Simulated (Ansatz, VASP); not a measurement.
## Two plane-wave programs on Mn

File INCAR:

```
PREC = Accurate ; ENCUT = 520
EDIFF = 1E-6 ; ISMEAR = -1
SIGMA = 0.025 ; LREAL = False
LASPH = True ; NELM = 150
ALGO = Normal ; ISIF = 2
LWAVE = False ; LCHARG = True
ISPIN = 2 ; MAGMOM = 4 -4
LORBIT = 11 ; LMAXMIX = 4
GGA = PE ; LELF = True
LVHAR = True ; NBANDS = 24
```

File KPOINTS:

```
regular mesh
0
Gamma
  12 12 7
```

POSCAR

```
Mn
1.0
    2.4836457705      0.0000000000      0.0000000000
   -1.2418228852      2.1509003313      0.0000000000
    0.0000000000      0.0000000000      4.0261950000
Mn
2
Direct
    0.6666666667      0.3333333333      0.7500000000
    0.3333333333      0.6666666667      0.2500000000
```

Input for Ansatz:

```yaml
crystal:
  lattice:
    - [2.4836457705, 0.0, 0.0]
    - [-1.2418228852, 2.1509003313, 0.0]
    - [0.0, 0.0, 4.026195]
  atoms:
    - { symbol: Mn, position: [0.6666666667, 0.3333333333, 0.75], spin: 4.0 }
    - { symbol: Mn, position: [0.3333333333, 0.6666666667, 0.25], spin: -4.0 }
magnetization:
  spin_polarized: true
kpoints:
  mp_grid: { grid: [12, 12, 7] }
scf:
  occupations: { method: fermi_dirac, width: 0.025 }
  lower_state_search: "off"
hamiltonian:
  xc: pbe
  pseudopotentials: { kind: paw }
output:
  forces: true
  stress: true
  eigenvalues: true
  write_density: true
  write_potential: true
  elf: true
  volumetric_format: npy
```

Alike in both runs: task single point; functional PBE; k mesh 12 × 12 × 7; occupations fermi-dirac, width 0.025 eV; collinear spin.

|  | VASP | Ansatz |
| --- | --- | --- |
| version | VASP 6.6.1 | Ansatz 0.2.0 |
| potentials or method | VASP PAW PBE potentials, release 64 (Mn_pv) | PAW with Ansatz's default frozen-core files, scalar-relativistic |
| plane-wave cutoff (eV) | 520 | 420 |
| valence electrons in the cell | 26 | 30 |

|  | VASP | Ansatz | Ansatz less VASP |
| --- | --- | --- | --- |
| pressure (GPa) | -0.5 | -0.7 | -0.19 |
| traceless stress, the component that is largest in VASP (GPa) | 0.21 | 0.19 | -0.017 |
| net moment per atom (μB) | 0.00 | 0.00 | 0.000 |
| size of the moment on the site where the two differ most (μB) | 0.38 | 0.29 | -0.088 |

Site moments also hang on the region over which each program counts them. VASP's potentials hold 26 valence electrons a cell and Ansatz's 30, so a difference there can come from the potentials and not from the codes. Ansatz's warnings: seeded moment not kept.
